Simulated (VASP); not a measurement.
# Ta5Si (I422) in VASP: relaxation of cell and atoms with PBE

Aim: the relaxation of cell and atoms of Ta5Si with PBE.

Program: VASP 6.6.1. These are calculated values, not measurements. Logs are shortened: lines on timing, memory, paths and dates and some standing lists are left out, and cuts for length are marked.

## 1. The cell of the first run

The structure is tetragonal, space group I422 (No. 97). Conventional cell: a = 6.405 Å, b = 6.405 Å, c = 5.235 Å, α = 90.00°, β = 90.00°, γ = 90.00°. Ta (site symmetry 422) has 2 Si at 2.62 Å and 8 Ta at 2.74 Å within 3.5 Å. Within 3.6 Å of Ta (site symmetry 2) lie 13 Ta at 2.74 to 3.40 Å and 2 Si at 2.74 Å. Within 3.5 Å of Si (site symmetry 422) lie 10 Ta at 2.62 to 2.74 Å.

## 2. Relaxation of cell and atoms, PBE

Contents of INCAR:

```
PREC = Accurate
ENCUT = 600
EDIFF = 1E-6
ISMEAR = 0
SIGMA = 0.1
LREAL = False
LASPH = True
NELM = 60
ALGO = Fast
ISIF = 3
LWAVE = False
LCHARG = False
GGA = PE
IBRION = 2
NSW = 100
EDIFFG = -0.01
```

Contents of KPOINTS:

```
regular mesh
0
Gamma
  8 8 8
```

Contents of POSCAR:

```
Ta5Si
1.0
   -3.2025281571      3.2025281571      2.6176135630
    3.2025281571     -3.2025281571      2.6176135630
    3.2025281571      3.2025281571     -2.6176135630
Ta Si
5 1
Direct
    0.5000000000      0.5000000000      0.0000000000
    0.9099067788      0.4099067788      0.8198135575
    0.4099067788      0.5900932212      0.5000000000
    0.5900932212      0.0900932212      0.1801864425
    0.0900932212      0.9099067788      0.5000000000
    0.0000000000      0.0000000000      0.0000000000
```

Potentials or basis: VASP PAW PBE potentials, release 64 (Ta_pv, Si).

The run is started by

```sh
$ cat potpaw_PBE.64/Ta_pv/POTCAR potpaw_PBE.64/Si/POTCAR > POTCAR
$ mpirun -np 1 vasp_std > vasp.out
```

OUTCAR:

```text
PREC = Accurate
   ENCUT = 600
   EDIFF = 1E-6
   ISMEAR = 0
   LREAL = False
   LASPH = True
   NELM = 60
   ISIF = 3
   GGA = PE
   IBRION = 2
   NSW = 100
   EDIFFG = -0.01

 ion  position               nearest neighbor table
   1  0.500  0.500  0.000-   6 2.62   6 2.62   5 2.74   3 2.74   5 2.74   3 2.74   2 2.74   4 2.74
                             4 2.74   2 2.74
   2  0.910  0.410  0.820-   1 2.74   6 2.74   1 2.74   6 2.74   4 2.90   4 3.08   4 3.08   3 3.32
                             5 3.32   3 3.32   5 3.32   5 3.40   3 3.40   3 3.40   5 3.40
   3  0.410  0.590  0.500-   6 2.74   1 2.74   1 2.74   6 2.74   5 2.90   5 3.08   5 3.08   4 3.32
                             2 3.32   2 3.32   4 3.32   2 3.40   4 3.40   2 3.40   4 3.40
   4  0.590  0.090  0.180-   1 2.74   6 2.74   1 2.74   6 2.74   2 2.90   2 3.08   2 3.08   3 3.32
                             5 3.32   5 3.32   3 3.32   3 3.40   5 3.40   5 3.40   3 3.40
   5  0.090  0.910  0.500-   1 2.74   6 2.74   6 2.74   1 2.74   3 2.90   3 3.08   3 3.08   4 3.32
                             2 3.32   2 3.32   4 3.32   2 3.40   4 3.40   4 3.40   2 3.40
   6  0.000  0.000  0.000-   1 2.62   1 2.62   5 2.74   5 2.74   3 2.74   3 2.74   4 2.74   2 2.74
                             4 2.74   2 2.74

  LATTYP: Found a body centered tetragonal cell.
 ALAT       =     6.4050563142
 C/A-ratio  =     0.8173584851

  Lattice vectors:

 A1 = (  -3.2025281571,   3.2025281571,   2.6176135630)
 A2 = (   3.2025281571,  -3.2025281571,   2.6176135630)
 A3 = (   3.2025281571,   3.2025281571,  -2.6176135630)

Analysis of symmetry for initial positions (statically):
=====================================================================
 Subroutine PRICEL returns:
 Original cell was already a primitive cell.

 Routine SETGRP: Setting up the symmetry group for a
 body centered tetragonal supercell.

 Subroutine GETGRP returns: Found  8 space group operations
 (whereof  8 operations were pure point group operations)
 out of a pool of 16 trial point group operations.

The static configuration has the point symmetry D_4 .

Analysis of symmetry for dynamics (positions and initial velocities):
=====================================================================
 Subroutine PRICEL returns:
 Original cell was already a primitive cell.

 Routine SETGRP: Setting up the symmetry group for a
 body centered tetragonal supercell.

 Subroutine GETGRP returns: Found  8 space group operations
 (whereof  8 operations were pure point group operations)
 out of a pool of 16 trial point group operations.

The dynamic configuration has the point symmetry D_4 .

 Subroutine INISYM returns: Found  8 space group operations
 (whereof  8 operations are pure point group operations),
 and found     1 'primitive' translations

----------------------------------------------------------------------------------------

                                     Primitive cell

  volume of cell :     107.3869

  direct lattice vectors                    reciprocal lattice vectors
    -3.202528157  3.202528157  2.617613563     0.000000000  0.156126652  0.191013680
     3.202528157 -3.202528157  2.617613563     0.156126652  0.000000000  0.191013680
     3.202528157  3.202528157 -2.617613563     0.156126652  0.156126652  0.000000000

  length of vectors
     5.231087264  5.231087264  5.231087264     0.246701758  0.246701758  0.220796429

  position of ions in fractional coordinates (direct lattice)
     0.500000000  0.500000000  0.000000000
     0.909906779  0.409906779  0.819813557
     0.409906779  0.590093221  0.500000000
     0.590093221  0.090093221  0.180186443
     0.090093221  0.909906779  0.500000000
     0.000000000  0.000000000  0.000000000

  ion indices of the primitive-cell ions
   primitive index   ion index
                 1           1
                 2           2
                 3           3
                 4           4
                 5           5
                 6           6

----------------------------------------------------------------------------------------

 KPOINTS: regular mesh

Automatic generation of k-mesh.
 Grid dimensions read from file:
 generate k-points for:    8    8    8

 Generating k-lattice:

  Cartesian coordinates                     Fractional coordinates (reciprocal lattice)
     0.000000000  0.019515832  0.023876710     0.125000000  0.000000000  0.000000000
     0.019515832  0.000000000  0.023876710     0.000000000  0.125000000  0.000000000
     0.019515832  0.019515832  0.000000000     0.000000000  0.000000000  0.125000000

  Length of vectors
     0.030837720  0.030837720  0.027599554

  Shift w.r.t. Gamma in fractional coordinates (k-lattice)
     0.000000000  0.000000000  0.000000000

 Subroutine IBZKPT returns following result:
 ===========================================

 Found     59 irreducible k-points:

 Following reciprocal coordinates:
            Coordinates               Weight
  0.000000  0.000000  0.000000      1.000000
  0.125000  0.000000  0.000000      8.000000
  0.250000  0.000000  0.000000      8.000000
  0.375000 -0.000000  0.000000      8.000000
  0.500000  0.000000  0.000000      4.000000
  0.125000  0.125000  0.000000      8.000000
[... 16 lines left out ...]
  0.250000  0.125000  0.125000     16.000000
  0.375000  0.125000  0.125000      8.000000
 [... further k-points ...]
   k-points           NKPTS =     59   k-points in BZ     NKDIM =     59   number of bands    NBANDS=     35
   number of dos      NEDOS =    301   number of ions     NIONS =      6
   total plane-waves  NPLWV =  74088
   dimension x,y,z NGX =    42 NGY =   42 NGZ =   42
   dimension x,y,z NGXF=    84 NGYF=   84 NGZF=   84
   ions per type =               5   1
   NGX,Y,Z   is equivalent  to a cutoff of  13.35, 13.35, 13.35 a.u.
   NGXF,Y,Z  is equivalent  to a cutoff of  26.70, 26.70, 26.70 a.u.
 SYSTEM =  unknown system
   PREC   = accura    normal or accurate (medium, high low for compatibility)
   ISTART =      0    job   : 0-new  1-cont  2-samecut
   ICHARG =      2    charge: 1-file 2-atom 10-const
   ISPIN  =      1    spin polarized calculation?
   LNONCOLLINEAR =      F non collinear calculations
   LSORBIT =      F    spin-orbit coupling
   LASPH  =      T    aspherical Exc in radial PAW
   ENCUT  =  600.0 eV  44.10 Ry    6.64 a.u.  10.45 10.45 10.45*2*pi/ulx,y,z
   NELM   =     60;   NELMIN=  2; NELMDL= -5     # of ELM steps
   EDIFF  = 0.1E-05   stopping-criterion for ELM
   LREAL  =      F    real-space projection
   EDIFFG = -.1E-01   stopping-criterion for IOM
   NSW    =    100    number of steps for IOM
   IBRION =      2    ionic relax: 0-MD 1-quasi-New 2-CG
   NFREE  =      1    steps in history (QN), initial steepest desc. (CG)
   ISIF   =      3    stress and relaxation
   ISYM   =      2    0-nonsym 1-usesym 2-fastsym
   POTIM  = 0.5000    time-step for ionic-motion
   TEBEG  =    0.0;   TEEND  =   0.0 temperature during run
   PSTRESS=    0.0 pullay stress
   NELECT =      59.0000    total number of electrons
   NUPDOWN=      -1.0000    fix difference up-down
   EMIN   =  10.00;   EMAX   =-10.00  energy-range for DOS
   EFERMI =   0.00;   METHOD = LEGACY
   ISMEAR =     0;   SIGMA  =   0.10  broadening in eV -4-tet -1-fermi 0-gaus
   EFERMI_NEDOS =   21; number of points for ismear=-14 and -15
   IALGO  =     68    algorithm
   IMIX   =      4    mixing-type and parameters
     AMIX     =   0.40;   BMIX     =  1.00
     AMIX_MAG =   1.60;   BMIX_MAG =  1.00
  volume/ion in A,a.u.               =      17.90       120.78
  Fermi-wavevector in a.u.,A,eV,Ry     =   1.340834  2.533809 24.461042  1.797836
  Thomas-Fermi vector in A             =   2.469116
   LORBIT       =      0    0 simple, 1 ext, 2 COOP (PROOUT), +10 PAW based schemes
   GGA     = PE    functional components
   LHFCALC =     F    Hartree Fock is set to
   AEXX    =    0.0000 exact exchange contribution
   IVDW    =     0    specifies the selected vdW correction
   LEPSILON=     F    determine dielectric tensor
   LRPA    =     F    only Hartree local field effects (RPA)
 conjugate gradient relaxation of ions
 non-spin polarized calculation
 RMM-DIIS sequential band-by-band and
 Gauss-broadening in eV      SIGMA  =   0.10
  energy-cutoff  :      600.00
  volume of cell :      107.39
 maximum number of plane-waves:      3618
 NGX is ok and might be reduce to    42
   NGX = 21   NGY = 21   NGZ = 21

--------------------------------------- Ionic step        1  -------------------------------------------

 number of electron      58.9999992 magnetization

 Free energy of the ion-electron system (eV)
  ---------------------------------------------------
  ext. energy  EPLUGINS =         0.00000000
  ---------------------------------------------------
  free energy    TOTEN  =       -64.65925385 eV

  energy without entropy =      -64.61943631  energy(sigma->0) =      -64.63934508

------------------------ aborting loop because EDIFF is reached ----------------------------------------

  FORCE on cell =-STRESS in cart. coord.  units (eV):
  Direction    XX          YY          ZZ          XY          YZ          ZX
  --------------------------------------------------------------------------------------
  -------------------------------------------------------------------------------------
  Total       -0.5051663     -0.5051663      0.2352838      0.0000000      0.0000000      0.0000000
  in kB       -7.5369130     -7.5369130      3.5103565      0.0000000      0.0000000      0.0000000
  external PRESSURE =      -3.8544898 kB  Pullay stress =       0.0000000 kB

 VOLUME and BASIS-vectors are now :
 -----------------------------------------------------------------------------
  energy-cutoff  :      600.00
  volume of cell :      107.39
      direct lattice vectors                 reciprocal lattice vectors
    -3.202528157  3.202528157  2.617613563     0.000000000  0.156126652  0.191013680
     3.202528157 -3.202528157  2.617613563     0.156126652  0.000000000  0.191013680
     3.202528157  3.202528157 -2.617613563     0.156126652  0.156126652  0.000000000
[... 201 lines left out ...]
 POSITION                                       TOTAL-FORCE (eV/Angst)
 -----------------------------------------------------------------------------------
      0.00000      0.00000      2.63471         0.000000     -0.000000      0.000000
      1.02270      4.21089      1.31736         0.017151      0.017151     -0.000000
      2.16549      1.02270      1.31736        -0.017151      0.017151     -0.000000
     -1.02270      2.16549      1.31736        -0.017151     -0.017151      0.000000
      4.21089     -1.02270      1.31736         0.017151     -0.017151      0.000000
      0.00000      0.00000     -0.00000         0.000000     -0.000000      0.000000
 -----------------------------------------------------------------------------------
    total drift:                               -0.000000      0.000000      0.000000

  FREE ENERGIE OF THE ION-ELECTRON SYSTEM (eV)
  ---------------------------------------------------
  free  energy   TOTEN  =       -64.6626366956 eV

  energy  without entropy=      -64.6238114364  energy(sigma->0) =      -64.64322407

--------------------------------------- Ionic step        7  -------------------------------------------

 number of electron      58.9999993 magnetization

 Free energy of the ion-electron system (eV)
  ---------------------------------------------------
  ext. energy  EPLUGINS =         0.00000000
  ---------------------------------------------------
  free energy    TOTEN  =       -64.66277675 eV

  energy without entropy =      -64.62401323  energy(sigma->0) =      -64.64339499

 E-fermi :   6.0952     XC(G=0): -12.2586

 val. band max:        6.0934223258   @ k =   0.2500   0.1250   0.1250
 cond. band min:       6.0976281211   @ k =  -0.1250  -0.3750   0.1250
 fundamental gap:      0.0042057953
 Fermi energy:         6.0951716420

 k-point     1 :       0.0000    0.0000    0.0000
  band No.  band energies     occupation
      1     -28.5557      2.00000
      2     -28.5557      2.00000
      3     -28.4646      2.00000
      4     -28.3078      2.00000
      5     -28.2553      2.00000
      6     -28.2553      2.00000
[... 901 lines left out ...]
     34       7.9318      0.00000
     35       8.3695      0.00000

 [... further k-points ...]
[... 5 lines left out ...]
  --------------------------------------------------------------------------------------
  -------------------------------------------------------------------------------------
  Total       -0.0462006     -0.0462006     -0.0252552     -0.0000000      0.0000000      0.0000000
  in kB       -0.6907147     -0.6907147     -0.3775743     -0.0000000      0.0000000      0.0000000
  external PRESSURE =      -0.5863346 kB  Pullay stress =       0.0000000 kB

 VOLUME and BASIS-vectors are now :
 -----------------------------------------------------------------------------
  energy-cutoff  :      600.00
  volume of cell :      107.17
      direct lattice vectors                 reciprocal lattice vectors
    -3.188748681  3.188748681  2.634870028     0.000000000  0.156801319  0.189762681
     3.188748681 -3.188748681  2.634870028     0.156801319  0.000000000  0.189762681
     3.188748681  3.188748681 -2.634870028     0.156801319  0.156801319  0.000000000

 POSITION                                       TOTAL-FORCE (eV/Angst)
 -----------------------------------------------------------------------------------
      0.00000      0.00000      2.63487         0.000000     -0.000000      0.000000
      1.02443      4.21318      1.31744         0.001018      0.001018     -0.000000
      2.16432      1.02443      1.31744        -0.001018      0.001018     -0.000000
     -1.02443      2.16432      1.31744        -0.001018     -0.001018      0.000000
      4.21318     -1.02443      1.31744         0.001018     -0.001018      0.000000
     -3.18875      3.18875      2.63487        -0.000000     -0.000000      0.000000
 -----------------------------------------------------------------------------------
    total drift:                               -0.000000      0.000000     -0.000000

  FREE ENERGIE OF THE ION-ELECTRON SYSTEM (eV)
  ---------------------------------------------------
  free  energy   TOTEN  =       -64.6627767456 eV

  energy  without entropy=      -64.6240132276  energy(sigma->0) =      -64.64339499

 reached required accuracy - stopping structural energy minimisation
```

Run time: 41 min. Hardware: 1 thread of Oxide Virtual Turin-like, shared host; peak memory 0.38 GiB.

Results:

| Quantity | Value |
| --- | --- |
| Free energy | -64.6628 eV |
| Relaxed volume | 17.86 Å³/atom |
| Relaxed cell | a = 5.223 Å, b = 5.223 Å, c = 5.223 Å, α = 104.74°, β = 104.74°, γ = 119.41° |
| Space group after relaxing (to 0.05 Å) | I422 (No. 97) |
| Energy gained by relaxing | 0.6 meV/atom |
| Ionic steps | 7 |
| Pressure after relaxing | -0.1 GPa |

Step by step:
```csv
step,energy change (eV),largest force (eV/Å),pressure (GPa),volume (Å³)
1,0.0000,0.0289,-0.39,107.39
2,-0.0016,0.0278,0.74,106.72
3,-0.0018,0.0286,0.48,106.87
4,-0.0032,0.0373,0.08,107.06
5,-0.0032,0.0384,0.01,107.10
6,-0.0034,0.0243,-0.01,107.12
7,-0.0035,0.0014,-0.06,107.17
```

Final structure:
```
CELL_PARAMETERS angstrom
-3.18875 3.18875 2.63487
3.18875 -3.18875 2.63487
3.18875 3.18875 -2.63487
ATOMIC_POSITIONS crystal
Ta 0.50000 0.50000 0.00000
Ta 0.91063 0.41063 0.82126
Ta 0.41063 0.58937 0.50000
Ta 0.58937 0.08937 0.17874
Ta 0.08937 0.91063 0.50000
Si 0.00000 0.00000 0.00000
```

Caveat: spin-orbit coupling is left out, which moves the levels of the heavy elements.
